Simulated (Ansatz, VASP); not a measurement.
Two plane-wave programs on Sn

The input INCAR:

```
SYSTEM = Sn
PREC     = Accurate       ! precision mode
ENCUT    = 600            ! plane-wave cutoff, eV
EDIFF    = 1E-7           ! SCF threshold, eV
ISMEAR   = -1             ! smearing method
SIGMA    = 0.1            ! smearing width, eV
LREAL    = .FALSE.        ! projectors in reciprocal space
LASPH    = .TRUE.         ! aspherical terms in the spheres
NELM     = 60             ! most SCF steps
ALGO     = Normal         ! electronic algorithm
ISIF     = 3              ! what is computed and relaxed
LWAVE    = .FALSE.        ! write WAVECAR
LCHARG   = .FALSE.        ! write CHGCAR
GGA      = RP             ! functional
IBRION   = 2              ! ionic algorithm
NSW      = 80             ! ionic steps
EDIFFG   = -0.01          ! ionic threshold
```

KPOINTS

```
Automatic mesh
0
G
  10 10 10
  0 0 0
```

Contents of POSCAR:

```
Sn
1.0
    3.1167899200      0.0000000000      0.0000000000
    0.0000000000      3.1167899200      0.0000000000
    0.0000000000      0.0000000000      3.1167899200
Sn
1
Direct
    0.0000000000      0.0000000000      0.0000000000
```

Input for Ansatz:

```yaml
crystal:
  lattice:
    - [3.11678992, 0.0, 0.0]
    - [0.0, 3.11678992, 0.0]
    - [0.0, 0.0, 3.11678992]
  atoms:
    - { symbol: Sn, position: [0.0, 0.0, 0.0] }
hamiltonian:
  xc: rpbe
  pseudopotentials:
    kind: paw
    azcp:
      Sn: "pseudopotentials/Sn.paw.azcp"
basis:
  ecutwfc: 420
  fft_grid_basis: typed
kpoints:
  mp_grid: { grid: [10, 10, 10], shift: [0, 0, 0] }
magnetization:
  spin_polarized: false
scf:
  occupations: { method: fermi_dirac, width: 0.1 }
relax:
  max_steps: 60
  f_tol: 0.01
  cell: {}
```

Alike in both runs: task relaxation of cell and atoms; functional RPBE; k mesh 10 × 10 × 10; occupations fermi-dirac, width 0.1 eV; no spin polarisation.

|  | VASP | Ansatz |
| --- | --- | --- |
| version | VASP 6.6.1 | Ansatz 0.2.0 |
| potentials or method | VASP PAW PBE potentials, release 64 (Sn_d), cutoff 600 eV | plane waves (420 eV) with PAW, scalar-relativistic |
| valence electrons in the cell | 14 | 14 |

|  | VASP | Ansatz | Ansatz less VASP |
| --- | --- | --- | --- |
| relaxed volume (Å³/atom) | 30.22 | 30.21 | -0.007 |
| relaxed cell length with the largest relative difference (Å) | 3.115 | 3.114 | -0.0002 |

VASP's potentials were made for PBE, not for RPBE.
